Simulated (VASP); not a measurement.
# CdTe (I-4m2) in VASP: notebook

CdTe is run at these levels: PBE; tasks: single point.

Everything below comes from runs of VASP 6.6.1. Logs are shortened: lines on timing, memory, paths and dates and some standing lists are left out, and cuts for length are marked.

### Step 1. The cell of the first run

It takes space group I-4m2 (No. 119, tetragonal). The conventional cell has a = 4.609 Å, b = 4.609 Å, c = 6.617 Å, α = 90.00°, β = 90.00°, γ = 90.00°. Within 3.7 Å of Cd (site symmetry -4m2) lie 4 Te at 2.84 Å. Within 3.7 Å of Te (site symmetry -4m2) lie 4 Cd at 2.84 Å.

### Step 2. Single point, PBE (strain -0.015 along x and y, +0.000 along z)

Contents of INCAR:

```
ALGO = Normal
EDIFF = 1E-7
ENCUT = 520
GGA = PE
ISIF = 2
ISMEAR = 0
LASPH = T
LCHARG = F
LREAL = F
LWAVE = F
NBANDS = 16
NELM = 80
PREC = Accurate
SIGMA = 0.05
```

Contents of KPOINTS:

```
k-points
0
Gamma
  10 10 10
```

Contents of POSCAR:

```
CdTe
1.0
    0.0000000000      3.2590563829      3.3086866831
    3.2590563829      0.0000000000      3.3086866831
    3.2590563829      3.2590563829      0.0000000000
Cd Te
1 1
Direct
    0.0000000000      0.0000000000      0.0000000000
    0.7500000000      0.7500000000      0.7500000000
```

Potentials or basis: VASP PAW PBE potentials, release 64 (Cd, Te).

Command:

```console
> cat potpaw_PBE.64/Cd/POTCAR potpaw_PBE.64/Te/POTCAR > POTCAR
> mpirun -np 1 vasp_std > vasp.out
```

OUTCAR:

```text
EDIFF = 1E-7
   ENCUT = 520
   GGA = PE
   ISIF = 2
   ISMEAR = 0
   LASPH = T
   LREAL = F
   NELM = 80
   PREC = Accurate

 ion  position               nearest neighbor table
   1  0.000  0.000  0.000-   2 2.84   2 2.84   2 2.84   2 2.84
   2  0.750  0.750  0.750-   1 2.84   1 2.84   1 2.84   1 2.84

  LATTYP: Found a body centered tetragonal cell.
 ALAT       =     4.6090017372
 C/A-ratio  =     1.4357498095

  Lattice vectors:

 A1 = (  -3.2590563829,   0.0000000000,   3.3086866831)
 A2 = (   3.2590563829,   0.0000000000,   3.3086866831)
 A3 = (   0.0000000000,   3.2590563829,  -3.3086866831)

Analysis of symmetry for initial positions (statically):
=====================================================================
 Subroutine PRICEL returns:
 Original cell was already a primitive cell.

 Routine SETGRP: Setting up the symmetry group for a
 body centered tetragonal supercell.

 Subroutine GETGRP returns: Found  8 space group operations
 (whereof  8 operations were pure point group operations)
 out of a pool of 16 trial point group operations.

The static configuration has the point symmetry D_2d.

Analysis of symmetry for dynamics (positions and initial velocities):
=====================================================================
 Subroutine PRICEL returns:
 Original cell was already a primitive cell.

 Routine SETGRP: Setting up the symmetry group for a
 body centered tetragonal supercell.

 Subroutine GETGRP returns: Found  8 space group operations
 (whereof  8 operations were pure point group operations)
 out of a pool of 16 trial point group operations.

The dynamic configuration has the point symmetry D_2d.

 Subroutine INISYM returns: Found  8 space group operations
 (whereof  8 operations are pure point group operations),
 and found     1 'primitive' translations

----------------------------------------------------------------------------------------

                                     Primitive cell

  volume of cell :      70.2861

  direct lattice vectors                    reciprocal lattice vectors
     0.000000000  3.259056383  3.308686683    -0.153418641  0.153418641  0.151117361
     3.259056383  0.000000000  3.308686683     0.153418641 -0.153418641  0.151117361
     3.259056383  3.259056383  0.000000000     0.153418641  0.153418641 -0.151117361

  length of vectors
     4.644228254  4.644228254  4.609001737     0.264406913  0.264406913  0.264406913

  position of ions in fractional coordinates (direct lattice)
     0.000000000  0.000000000  0.000000000
     0.750000000  0.750000000  0.750000000

  ion indices of the primitive-cell ions
   primitive index   ion index
                 1           1
                 2           2

----------------------------------------------------------------------------------------

 KPOINTS: k-points

Automatic generation of k-mesh.
 Grid dimensions read from file:
 generate k-points for:   10   10   10

 Generating k-lattice:

  Cartesian coordinates                     Fractional coordinates (reciprocal lattice)
    -0.015341864  0.015341864  0.015111736     0.100000000  0.000000000  0.000000000
     0.015341864 -0.015341864  0.015111736     0.000000000  0.100000000  0.000000000
     0.015341864  0.015341864 -0.015111736    -0.000000000 -0.000000000  0.100000000

  Length of vectors
     0.026440691  0.026440691  0.026440691

  Shift w.r.t. Gamma in fractional coordinates (k-lattice)
     0.000000000  0.000000000  0.000000000

 Subroutine IBZKPT returns following result:
 ===========================================

 Found    102 irreducible k-points:

 Following reciprocal coordinates:
            Coordinates               Weight
  0.000000  0.000000  0.000000      1.000000
  0.100000  0.000000  0.000000      8.000000
  0.200000  0.000000  0.000000      8.000000
  0.300000  0.000000  0.000000      8.000000
  0.400000 -0.000000  0.000000      8.000000
  0.500000  0.000000  0.000000      4.000000
[... 16 lines left out ...]
  0.300000  0.300000  0.000000      2.000000
  0.400000  0.300000  0.000000      8.000000
 [... further k-points ...]
   k-points           NKPTS =    102   k-points in BZ     NKDIM =    102   number of bands    NBANDS=     16
   number of dos      NEDOS =    301   number of ions     NIONS =      2
   total plane-waves  NPLWV =  46656
   dimension x,y,z NGX =    36 NGY =   36 NGZ =   36
   dimension x,y,z NGXF=    72 NGYF=   72 NGZF=   72
   ions per type =               1   1
   NGX,Y,Z   is equivalent  to a cutoff of  12.89, 12.89, 12.99 a.u.
   NGXF,Y,Z  is equivalent  to a cutoff of  25.77, 25.77, 25.97 a.u.
 SYSTEM =  unknown system
   PREC   = accura    normal or accurate (medium, high low for compatibility)
   ISTART =      0    job   : 0-new  1-cont  2-samecut
   ICHARG =      2    charge: 1-file 2-atom 10-const
   ISPIN  =      1    spin polarized calculation?
   LNONCOLLINEAR =      F non collinear calculations
   LSORBIT =      F    spin-orbit coupling
   LASPH  =      T    aspherical Exc in radial PAW
   ENCUT  =  520.0 eV  38.22 Ry    6.18 a.u.   8.64  8.64  8.57*2*pi/ulx,y,z
   NELM   =     80;   NELMIN=  2; NELMDL= -5     # of ELM steps
   EDIFF  = 0.1E-06   stopping-criterion for ELM
   LREAL  =      F    real-space projection
   EDIFFG = 0.1E-05   stopping-criterion for IOM
   NSW    =      0    number of steps for IOM
   IBRION =     -1    ionic relax: 0-MD 1-quasi-New 2-CG
   NFREE  =      0    steps in history (QN), initial steepest desc. (CG)
   ISIF   =      2    stress and relaxation
   ISYM   =      2    0-nonsym 1-usesym 2-fastsym
   POTIM  = 0.5000    time-step for ionic-motion
   TEBEG  =    0.0;   TEEND  =   0.0 temperature during run
   PSTRESS=    0.0 pullay stress
   NELECT =      18.0000    total number of electrons
   NUPDOWN=      -1.0000    fix difference up-down
   EMIN   =  10.00;   EMAX   =-10.00  energy-range for DOS
   EFERMI =   0.00;   METHOD = LEGACY
   ISMEAR =     0;   SIGMA  =   0.05  broadening in eV -4-tet -1-fermi 0-gaus
   EFERMI_NEDOS =   21; number of points for ismear=-14 and -15
   IALGO  =     38    algorithm
   IMIX   =      4    mixing-type and parameters
     AMIX     =   0.40;   BMIX     =  1.00
     AMIX_MAG =   1.60;   BMIX_MAG =  1.00
  volume/ion in A,a.u.               =      35.14       237.16
  Fermi-wavevector in a.u.,A,eV,Ry     =   1.039623  1.964603 14.705394  1.080816
  Thomas-Fermi vector in A             =   2.174162
   LORBIT       =      0    0 simple, 1 ext, 2 COOP (PROOUT), +10 PAW based schemes
   GGA     = PE    functional components
   LHFCALC =     F    Hartree Fock is set to
   AEXX    =    0.0000 exact exchange contribution
   IVDW    =     0    specifies the selected vdW correction
   LEPSILON=     F    determine dielectric tensor
   LRPA    =     F    only Hartree local field effects (RPA)
 non-spin polarized calculation
 Gauss-broadening in eV      SIGMA  =   0.05
  energy-cutoff  :      520.00
  volume of cell :       70.29
 maximum number of plane-waves:      1909
   NGX = 17   NGY = 17   NGZ = 17

 number of electron      18.0000005 magnetization

 Free energy of the ion-electron system (eV)
  ---------------------------------------------------
  ext. energy  EPLUGINS =         0.00000000
  ---------------------------------------------------
  free energy    TOTEN  =        -4.80305222 eV

  energy without entropy =       -4.80305222  energy(sigma->0) =       -4.80305222

 E-fermi :   2.3378     XC(G=0):  -8.4427

 val. band max:        2.0749973661   @ k =   0.0000   0.0000   0.0000
 cond. band min:       2.7317232396   @ k =   0.0000   0.0000   0.0000
 fundamental gap:      0.6567258735
 Fermi energy:         2.3377717716

 k-point     1 :       0.0000    0.0000    0.0000
  band No.  band energies     occupation
      1      -8.9348      2.00000
      2      -6.1233      2.00000
      3      -6.1196      2.00000
      4      -6.1196      2.00000
      5      -5.8845      2.00000
      6      -5.8828      2.00000
[... 8 lines left out ...]
     15      11.2521      0.00000
     16      11.4629      0.00000

 k-point     2 :       0.1000    0.0000    0.0000
  band No.  band energies     occupation
      1      -8.8996      2.00000
      2      -6.1156      2.00000
      3      -6.1130      2.00000
      4      -6.0929      2.00000
      5      -5.8848      2.00000
      6      -5.8835      2.00000
[... 8 lines left out ...]
     15      10.7421      0.00000
     16      10.9029      0.00000

 k-point     3 :       0.2000    0.0000    0.0000
  band No.  band energies     occupation
      1      -8.8070      2.00000
      2      -6.0992      2.00000
      3      -6.0965      2.00000
      4      -6.0031      2.00000
      5      -5.8846      2.00000
      6      -5.8843      2.00000
[... 8 lines left out ...]
     15      10.4994      0.00000
     16      10.5282      0.00000

 k-point     4 :       0.3000    0.0000    0.0000
  band No.  band energies     occupation
      1      -8.6930      2.00000
      2      -6.0812      2.00000
      3      -6.0781      2.00000
      4      -5.8828      2.00000
      5      -5.8825      2.00000
      6      -5.8437      2.00000
[... 8 lines left out ...]
     15      10.6880      0.00000
     16      10.6949      0.00000

 k-point     5 :       0.4000   -0.0000    0.0000
  band No.  band energies     occupation
      1      -8.6022      2.00000
      2      -6.0691      2.00000
      3      -6.0656      2.00000
      4      -5.8790      2.00000
      5      -5.8768      2.00000
      6      -5.6537      2.00000
[... 8 lines left out ...]
     15      11.4760      0.00000
     16      11.5283      0.00000

 k-point     6 :       0.5000    0.0000    0.0000
  band No.  band energies     occupation
      1      -8.5681      2.00000
      2      -6.0652      2.00000
      3      -6.0614      2.00000
      4      -5.8768      2.00000
      5      -5.8741      2.00000
      6      -5.5571      2.00000
[... 8 lines left out ...]
     15      12.2460      0.00000
     16      12.3333      0.00000

 k-point     7 :       0.1000    0.1000    0.0000
  band No.  band energies     occupation
      1      -8.8886      2.00000
      2      -6.1068      2.00000
      3      -6.1068      2.00000
      4      -6.0944      2.00000
      5      -5.8888      2.00000
      6      -5.8803      2.00000
[... 8 lines left out ...]
     15      10.2333      0.00000
     16      11.5467      0.00000

 k-point     8 :       0.2000    0.1000    0.0000
  band No.  band energies     occupation
      1      -8.8158      2.00000
      2      -6.0961      2.00000
      3      -6.0900      2.00000
      4      -6.0272      2.00000
      5      -5.8911      2.00000
      6      -5.8784      2.00000
[... 8 lines left out ...]
     15      10.9672      0.00000
     16      11.2506      0.00000

 k-point     9 :       0.3000    0.1000    0.0000
  band No.  band energies     occupation
      1      -8.7093      2.00000
      2      -6.0811      2.00000
      3      -6.0708      2.00000
      4      -5.9126      2.00000
      5      -5.8765      2.00000
      6      -5.8671      2.00000
[... 8 lines left out ...]
     15      11.0380      0.00000
     16      11.2573      0.00000
[... 172 lines left out ...]
 k-point    19 :       0.5000    0.2000    0.0000
  band No.  band energies     occupation
      1      -8.5319      2.00000
      2      -6.0450      2.00000
      3      -6.0294      2.00000
      4      -5.9036      2.00000
      5      -5.8726      2.00000
      6      -5.5278      2.00000
[... 8 lines left out ...]
     15      12.2832      0.00000
     16      12.3993      0.00000

 k-point    20 :      -0.4000    0.2000    0.0000
  band No.  band energies     occupation
      1      -8.5240      2.00000
      2      -6.0451      2.00000
      3      -6.0342      2.00000
      4      -5.8913      2.00000
      5      -5.8809      2.00000
      6      -5.4919      2.00000
[... 8 lines left out ...]
     15      11.2347      0.00000
     16      12.1515      0.00000

 k-point    21 :      -0.3000    0.2000    0.0000
  band No.  band energies     occupation
      1      -8.5699      2.00000
      2      -6.0497      2.00000
      3      -6.0488      2.00000
      4      -5.8897      2.00000
      5      -5.8877      2.00000
      6      -5.6141      2.00000
[... 8 lines left out ...]
     15      11.4470      0.00000
     16      12.5616      0.00000

 k-point    22 :      -0.2000    0.2000    0.0000
  band No.  band energies     occupation
      1      -8.6539      2.00000
      2      -6.0697      2.00000
      3      -6.0614      2.00000
      4      -5.8960      2.00000
      5      -5.8930      2.00000
      6      -5.7801      2.00000
[... 8 lines left out ...]
     15      11.5694      0.00000
     16      12.1890      0.00000

 k-point    23 :       0.3000    0.3000    0.0000
  band No.  band energies     occupation
      1      -8.6196      2.00000
      2      -6.0268      2.00000
      3      -6.0268      2.00000
      4      -5.9566      2.00000
      5      -5.8657      2.00000
      6      -5.7795      2.00000
[... 8 lines left out ...]
     15      12.1790      0.00000
     16      13.3584      0.00000

 k-point    24 :       0.4000    0.3000    0.0000
  band No.  band energies     occupation
      1      -8.5497      2.00000
      2      -6.0163      2.00000
      3      -6.0085      2.00000
      4      -5.9481      2.00000
      5      -5.8635      2.00000
      6      -5.6472      2.00000
[... 8 lines left out ...]
     15      12.5326      0.00000
     16      13.5738      0.00000

 [... further k-points ...]

------------------------ aborting loop because EDIFF is reached ----------------------------------------

  FORCE on cell =-STRESS in cart. coord.  units (eV):
  Direction    XX          YY          ZZ          XY          YZ          ZX
  --------------------------------------------------------------------------------------
  -------------------------------------------------------------------------------------
  Total        0.5932299      0.5932299      0.4871451      0.0000000     -0.0000000      0.0000000
  in kB       13.5227244     13.5227244     11.1045137      0.0000000     -0.0000000      0.0000000
  external PRESSURE =      12.7166542 kB  Pullay stress =       0.0000000 kB

 VOLUME and BASIS-vectors are now :
 -----------------------------------------------------------------------------
  energy-cutoff  :      520.00
  volume of cell :       70.29
      direct lattice vectors                 reciprocal lattice vectors
     0.000000000  3.259056383  3.308686683    -0.153418641  0.153418641  0.151117361
     3.259056383  0.000000000  3.308686683     0.153418641 -0.153418641  0.151117361
     3.259056383  3.259056383  0.000000000     0.153418641  0.153418641 -0.151117361

 POSITION                                       TOTAL-FORCE (eV/Angst)
 -----------------------------------------------------------------------------------
      0.00000      0.00000      0.00000        -0.000000     -0.000000     -0.000000
      4.88858      4.88858      4.96303         0.000000      0.000000      0.000000
 -----------------------------------------------------------------------------------
    total drift:                                0.000000      0.000000      0.000001

  FREE ENERGIE OF THE ION-ELECTRON SYSTEM (eV)
  ---------------------------------------------------
  free  energy   TOTEN  =        -4.8030522233 eV

  energy  without entropy=       -4.8030522233  energy(sigma->0) =       -4.80305222
```

It took 3.4 min on 1 thread of Intel Xeon 8259CL, shared host; peak memory 0.29 GiB.

What came out:

| Item | Value |
| --- | --- |
| Free energy | -4.8031 eV |
| Pressure | 1.3 GPa |
| Band gap on the k mesh | 0.66 eV |

Stress tensor (GPa, compression positive):
```
1.35 0.00 0.00
0.00 1.35 0.00
0.00 0.00 1.11
```

Levels at points of the mesh, in eV from the valence-band top:
```csv
k point,band 6,band 7,band 8,band 9,band 10,band 11,band 12,band 13
"(0.00, 0.00, 0.00)",-7.96,-0.05,0.00,0.00,0.66,4.61,4.61,4.61
"(0.50, 0.00, 0.00)",-7.63,-4.26,-0.78,-0.71,1.77,5.14,5.23,7.04
"(0.50, 0.50, 0.00)",-7.52,-4.22,-1.73,-1.73,2.70,2.73,8.58,8.95
"(0.50, 0.00, 0.50)",-7.50,-4.15,-1.80,-1.78,2.62,2.64,8.69,8.89
```

Caveat: the cell differs from its parent crystal (strain -0.015 along x and y, +0.000 along z); spin-orbit coupling is left out, which moves the levels of the heavy elements.

### Step 3. Single point, PBE (strain +0.000 along x and y, -0.015 along z)

Contents of INCAR:

```
SYSTEM = CdTe
PREC     = Accurate       ! precision mode
ENCUT    = 520            ! plane-wave cutoff, eV
EDIFF    = 1E-6           ! SCF threshold, eV
ISMEAR   = 0              ! smearing method
SIGMA    = 0.05           ! smearing width, eV
LREAL    = .FALSE.        ! projectors in reciprocal space
LASPH    = .TRUE.         ! aspherical terms in the spheres
NELM     = 60             ! most SCF steps
ALGO     = Normal         ! electronic algorithm
ISIF     = 2              ! what is computed and relaxed
LWAVE    = .FALSE.        ! write WAVECAR
LCHARG   = .TRUE.         ! write CHGCAR
GGA      = PE             ! functional
LELF     = .TRUE.         ! ELF
LVHAR    = .TRUE.       
NBANDS   = 16             ! bands
```

Contents of KPOINTS:

```
regular mesh
0
G
  10 10 10
  0 0 0
```

Contents of POSCAR:

```
CdTe
1.0
    0.0000000000      3.3086866831      3.2590563829
    3.3086866831      0.0000000000      3.2590563829
    3.3086866831      3.3086866831      0.0000000000
Cd Te
1 1
Direct
    0.0000000000      0.0000000000      0.0000000000
    0.7500000000      0.7500000000      0.7500000000
```

Potentials or basis: VASP PAW PBE potentials, release 64 (Cd, Te).

Command:

```console
> cat potpaw_PBE.64/Cd/POTCAR potpaw_PBE.64/Te/POTCAR > POTCAR
> mpirun -np 1 vasp_std > vasp.out
```

Wall time 3.1 min (1 thread of Intel Xeon 8259CL, shared host); peak memory 0.29 GiB.

It converged, with:

```yaml
Free_energy: -4.8096 eV
Pressure: 0.7 GPa
Band_gap_on_the_k_mesh: 0.60 eV
```

Stress tensor (GPa, compression positive):
```
0.61 0.00 0.00
0.00 0.61 0.00
0.00 0.00 0.84
```

Levels at points of the mesh, in eV from the valence-band top:
```
           k point  band 5  band 6  band 7  band 8  band 9  band 10  band 11  band 12  band 13  band 14
(0.00, 0.00, 0.00)   -7.94   -7.94   -0.05   -0.05    0.00     0.60     4.60     4.60     4.60     7.37
(0.50, 0.00, 0.00)   -7.93   -7.62   -4.19   -0.77   -0.70     1.74     5.13     5.22     7.00     8.45
(0.50, 0.50, 0.00)   -7.91   -7.48   -4.07   -1.78   -1.78     2.57     2.65     8.63     8.86     8.86
(0.50, 0.00, 0.50)   -7.91   -7.51   -4.13   -1.73   -1.71     2.68     2.70     8.52     8.81     8.90
```

Caveat: the cell differs from its parent crystal (strain +0.000 along x and y, -0.015 along z); spin-orbit coupling is left out, which moves the levels of the heavy elements.

### Step 4. Single point, PBE (strain -0.015 along x and y, +0.015 along z)

Contents of INCAR:

```
PREC = Accurate
ENCUT = 520
EDIFF = 1E-7
ISMEAR = 0
SIGMA = 0.05
LREAL = F
LASPH = T
NELM = 80
ALGO = Normal
ISIF = 2
LWAVE = F
LCHARG = F
GGA = PE
NBANDS = 16
```

Contents of KPOINTS:

```
Automatic mesh
0
Gamma
  10 10 10
```

Contents of POSCAR:

```
CdTe
1.0
    0.0000000000      3.2590563829      3.3583169833
    3.2590563829      0.0000000000      3.3583169833
    3.2590563829      3.2590563829      0.0000000000
Cd Te
1 1
Direct
    0.0000000000      0.0000000000      0.0000000000
    0.7500000000      0.7500000000      0.7500000000
```

Command:

```console
> cat potpaw_PBE.64/Cd/POTCAR potpaw_PBE.64/Te/POTCAR > POTCAR
> mpirun -np 1 vasp_std > vasp.out
```

It took 3.8 min on 1 thread of Intel Xeon 8259CL, shared host; peak memory 0.29 GiB.

It converged, with:

- Free energy: -4.8078 eV
- Pressure: 0.7 GPa
- Band gap on the k mesh: 0.59 eV

Stress tensor (GPa, compression positive):
```
0.84 0.00 0.00
0.00 0.84 0.00
0.00 0.00 0.33
```

Levels at points of the mesh, in eV from the valence-band top:
| k point | band 7 | band 8 | band 9 | band 10 | band 11 | band 12 |
| --- | --- | --- | --- | --- | --- | --- |
| (0.00, 0.00, 0.00) | -0.10 | 0.00 | 0.00 | 0.59 | 4.60 | 4.60 |
| (0.50, 0.00, 0.00) | -4.19 | -0.81 | -0.67 | 1.73 | 5.10 | 5.26 |
| (0.50, 0.50, 0.00) | -4.20 | -1.66 | -1.66 | 2.75 | 2.79 | 8.42 |
| (0.50, 0.00, 0.50) | -4.07 | -1.80 | -1.76 | 2.57 | 2.64 | 8.62 |

Caveat: the cell differs from its parent crystal (strain -0.015 along x and y, +0.015 along z); spin-orbit coupling is left out, which moves the levels of the heavy elements.

[end of part 1 of 2]
